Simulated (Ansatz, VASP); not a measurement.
## Si: VASP beside Ansatz

```
Si
1.0
     3.81974    0.00000    0.00000
    -1.90987    3.30799    0.00000
     0.00000    0.00000   13.89530
Si
6
Direct
  0.00000 0.00000 0.25188
  0.33333 0.66667 0.30015
  0.33333 0.66667 0.47281
  0.66667 0.33333 0.52719
  0.66667 0.33333 0.69985
  0.00000 0.00000 0.74812
```

Alike in both runs: task single point; functional LDA; k mesh 9 × 9 × 1; occupations fermi-dirac, width 0.02 eV; no spin polarisation.

|  | VASP | Ansatz |
| --- | --- | --- |
| version | VASP 6.6.1 | Ansatz 0.2.0 |
| potentials or method | VASP PAW LDA potentials, release 64 (Si), cutoff 520 eV | all-electron LAPW, scalar-relativistic |

```csv
,VASP,Ansatz,Ansatz less VASP
rms of the force components (eV/Å),0.005,0.006,+0.0009
```

LDA's correlation is that of Perdew and Zunger in VASP and of Perdew and Wang (1992) in Ansatz. Atom by atom the forces differ by 0.001 eV/Å (rms over components). Ansatz ran all-electron here, and VASP with PAW potentials. Ansatz's warnings: vacuum density over bound.
